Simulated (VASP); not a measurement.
Set up this calculation in VASP 6.6.1, as the native input.

```
Task                   : single point
Functional             : LDA
Potentials or basis    : VASP PAW LDA potentials, release 64 (Hf_pv)
Cutoff                 : 520 eV
k mesh                 : 8 × 8 × 5
Occupations            : fermi-dirac, width 0.05 eV
Spin                   : no spin polarisation
Dipole correction      : no
Further INCAR settings : ALGO = Normal; EDIFF = 1e-07; NBANDS = 17
```

The structure of Hf lies in POSCAR:

```
Hf
1.0
    3.1177704538      0.0000000000      0.0000000000
   -1.5588852269      2.7000684161      0.0000000000
    0.0000000000      0.0000000000      4.9556785461
Hf
2
Direct
    0.3333333333      0.6666666667      0.2500000000
    0.6666666667      0.3333333333      0.7500000000
```

One way to write it, as run:

INCAR

```
SYSTEM = Hf
ALGO     = Normal         ! electronic algorithm
EDIFF    = 1E-7           ! SCF threshold, eV
ENCUT    = 520            ! plane-wave cutoff, eV
GGA      = CA             ! functional
ISIF     = 2              ! what is computed and relaxed
ISMEAR   = -1             ! smearing method
LASPH    = .TRUE.         ! aspherical terms in the spheres
LCHARG   = .FALSE.        ! write CHGCAR
LREAL    = .FALSE.        ! projectors in reciprocal space
LWAVE    = .FALSE.        ! write WAVECAR
NBANDS   = 17             ! bands
NELM     = 80             ! most SCF steps
PREC     = Accurate       ! precision mode
SIGMA    = 0.05           ! smearing width, eV
```

KPOINTS

```
k-points
0
G
  8 8 5
  0 0 0
```

Potentials or basis: VASP PAW LDA potentials, release 64 (Hf_pv).

Run with:

```bash
$ cat potpaw_LDA.64/Hf_pv/POTCAR > POTCAR
$ mpirun -np 1 vasp_std > vasp.out
```

It gave:

```yaml
Pressure: 0.1 GPa
Band_gap_on_the_k_mesh: zero (band 10 reaches 6.43 eV, above the bottom of band 11 at 4.98 eV)
```

Caveat: spin-orbit coupling is left out, which moves the levels of the heavy elements.

It took 7.2 s on 1 thread of Intel(R) Xeon(R) 6975P-C (Granite Rapids), with other jobs on the host, peak memory 0.14 GiB.
